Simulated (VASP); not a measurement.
# KAgCl2: single point with PBE

KAgCl2:

```
CELL_PARAMETERS angstrom
2.09824 1.21142 6.67169
-2.09824 1.21142 6.67169
0.00000 -2.42284 6.67169
ATOMIC_POSITIONS crystal
K 0.00000 0.00000 0.00000
Ag 0.50000 0.50000 0.50000
Cl 0.23835 0.23835 0.23835
Cl 0.76165 0.76165 0.76165
```

* Program: VASP 6.6.1
* Task: single point
* Functional: PBE
* Potentials or basis: VASP PAW PBE potentials, release 64 (K_sv, Ag, Cl)
* Cutoff: 520 eV
* k mesh: 8 × 8 × 8
* Occupations: gaussian, width 0.01 eV
* Spin: no spin polarisation
* Dipole correction: no
* Further INCAR settings: ALGO = Normal; EDIFF = 1e-06; NBANDS = 25

```yaml
Pressure: 1.1 GPa
Largest_force: 0.004 eV/Å
Band_gap_on_the_k_mesh: 2.57 eV (least direct gap 2.69 eV)
```

Forces on the atoms (eV/Å):
```
K    0.000  0.000  0.000
Ag   0.000  0.000  0.000
Cl   0.000  0.000  0.004
Cl   0.000  0.000 -0.004
```

Stress tensor (GPa, compression positive):
```
1.19 0.00 0.00
0.00 1.19 0.00
0.00 0.00 1.01
```

Levels at points of the mesh, in eV from the valence-band top:
| k point | band 14 | band 15 | band 16 | band 17 | band 18 | band 19 | band 20 | band 21 |
| --- | --- | --- | --- | --- | --- | --- | --- | --- |
| (0.00, 0.00, 0.00) | -1.39 | -1.26 | -0.11 | -0.11 | 2.57 | 5.34 | 6.66 | 7.82 |
| (0.50, 0.00, 0.00) | -1.42 | -1.31 | -0.31 | -0.08 | 4.71 | 5.53 | 6.89 | 7.92 |
| (0.50, 0.50, 0.00) | -1.42 | -1.33 | -0.30 | -0.14 | 4.45 | 5.72 | 5.89 | 8.47 |
| (0.50, 0.50, 0.50) | -1.59 | -1.24 | 0.00 | 0.00 | 3.58 | 4.75 | 6.14 | 7.50 |

Run time: 6 min on 1 thread of Intel(R) Xeon(R) Platinum 8259CL CPU @ 2.50GHz (Skylake/Cascade Lake), with other jobs on the host, peak memory 0.5 GiB.

A k mesh can miss the band edges.
